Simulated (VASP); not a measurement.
Fe, 1 atom in the cell. It takes space group I4/mmm (No. 139, tetragonal). Conventional cell: a = 2.878 Å, b = 2.878 Å, c = 2.763 Å, α = 90.00°, β = 90.00°, γ = 90.00°. Within 3.2 Å of Fe (site symmetry 4/mmm) lie 14 Fe at 2.46 to 2.88 Å.  This cell differs from its parent crystal: strain -0.0400 x Voigt [0, 1, 0, 0, 0, 0].

* Program: VASP 6.6.1
* Task: single point
* Functional: PBEsol
* Potentials or basis: VASP PAW PBE potentials, release 64 (Fe)
* Cutoff: 520 eV
* k mesh: 24 × 24 × 24
* Occupations: gaussian, width 0.15 eV
* Spin: collinear spin, ferromagnetic start
* Starting moments: [2.64] μB
* Dipole correction: no
* Further INCAR settings: ALGO = Fast; EDIFF = 1e-06; NBANDS = 14

Potentials or basis: VASP PAW PBE potentials, release 64 (Fe).

Command:

```sh
$ cat potpaw_PBE.64/Fe/POTCAR > POTCAR
$ mpirun -np 1 vasp_std > vasp.out
```

Hardware: 1 thread of Oxide Virtual Turin-like Processor, with other jobs on the host.

Estimate the wall time of this run.

It took 9.3 min on 1 thread of Oxide Virtual Turin-like Processor, with other jobs on the host, peak memory 0.31 GiB. Counts: scf iterations 13, k points 1063.
